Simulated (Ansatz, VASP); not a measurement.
**One calculation of PbS, two programs**

```
Pb S
1.0
     2.04292   -3.53849    0.00000
     2.04292    3.53849    0.00000
     0.00000    0.00000    7.46921
Pb S
2 2
Direct
  0.00000 0.00000 0.48292
  0.00000 0.00000 0.98292
  0.66667 0.33333 0.69628
  0.33333 0.66667 0.19628
```

Alike in both runs: task single point; functional PBE; k mesh 12 × 12 × 4; occupations fermi-dirac, width 0.02 eV; no spin polarisation.

```csv
,VASP,Ansatz
version,VASP 6.6.1,Ansatz 0.2.0
potentials or method,"VASP PAW PBE potentials, release 64 (Pb_d, S)","plane waves, PAW"
plane-wave cutoff (eV),520,420
valence electrons in the cell,40,40
```

```tsv
	VASP	Ansatz	Ansatz less VASP
pressure (GPa)	1.9	1.9	+0.07
traceless stress, the component that is largest in VASP (GPa)	-0.08	-0.07	+0.005
rms of the force components (eV/Å)	0.035	0.034	-0.0017
```

Atom by atom the forces differ by 0.002 eV/Å (rms over components). The functional is the same, so the differences come from potentials, cutoffs and numerics. Ansatz's warnings: near symmetry operations not taken.

Spin-orbit coupling is off throughout.
